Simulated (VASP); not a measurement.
Crystal: As.

```
As
1.0
     1.87975    1.08527    3.48577
    -1.87975    1.08527    3.48577
     0.00000   -2.17055    3.48577
As
2
Direct
  0.22754 0.22754 0.22754
  0.77246 0.77246 0.77246
```

Base run:

| Quantity | Value |
| --- | --- |
| Program | VASP 6.6.1 |
| Functional | BLYP |
| Potentials or basis | VASP PAW PBE potentials, release 64 (As) |
| Cutoff | 520 eV |
| k mesh | 6 × 6 × 6 |
| Occupations | gaussian, width 0.1 eV |
| Spin | no spin polarisation |

Its results: band gap on the k mesh zero (band 5 reaches 5.98 eV, above the bottom of band 6 at 5.78 eV); pressure 9.4 GPa; largest force 0.182 eV/Å.

**Question.** The run is repeated on the same cell with these changes: functional from BLYP to LDA; potentials or basis from VASP PAW PBE potentials, release 64 (As) to VASP PAW LDA potentials, release 64 (As); cutoff from 520 eV to 500 eV. What comes out?

**Answer.** Band gap on the k mesh zero (band 5 reaches 5.53 eV, above the bottom of band 6 at 5.17 eV); pressure -1.2 GPa; largest force 0.019 eV/Å.

Caveats: the PAW data sets were made with another functional, which shifts forces and pressure a little (some runs).
